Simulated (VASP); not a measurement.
MgGe2, 6 atoms in the cell. Symmetry: Fd-3m, No. 227, cubic system. The conventional cell has a = 7.994 Å, b = 7.994 Å, c = 7.994 Å, α = 90.00°, β = 90.00°, γ = 90.00°. Mg (site symmetry -43m) has 12 Ge at 3.31 Å and 4 Mg at 3.46 Å within 4.4 Å. Within 3.7 Å of Ge (site symmetry -3m) lie 6 Ge at 2.83 Å and 6 Mg at 3.31 Å. 

- Program: VASP 6.6.1
- Task: relaxation of cell and atoms
- Functional: PBE
- Potentials or basis: VASP PAW PBE potentials, release 64 (Mg, Ge_d)
- Cutoff: 600 eV
- k mesh: 8 × 8 × 8
- Occupations: gaussian, width 0.1 eV
- Spin: no spin polarisation
- Dipole correction: no
- Further INCAR settings: ALGO = Normal; EDIFF = 1e-07; IBRION = 2; EDIFFG = -0.01; NSW = 100; ISIF = 3

Potentials or basis: VASP PAW PBE potentials, release 64 (Mg, Ge_d).

Run with:

```bash
$ cat potpaw_PBE.64/Mg/POTCAR potpaw_PBE.64/Ge_d/POTCAR > POTCAR
$ mpirun -np 1 vasp_std > vasp.out
```

Hardware: 1 thread of Intel(R) Xeon(R) 6975P-C (Granite Rapids), on a shared host.

Task: How long does it take, and how much memory?

Result: Wall time 2.2 min on 1 thread of Intel(R) Xeon(R) 6975P-C (Granite Rapids) (shared host), peak memory 0.41 GiB. Counts: scf iterations 25, k points 29, ion steps 2.
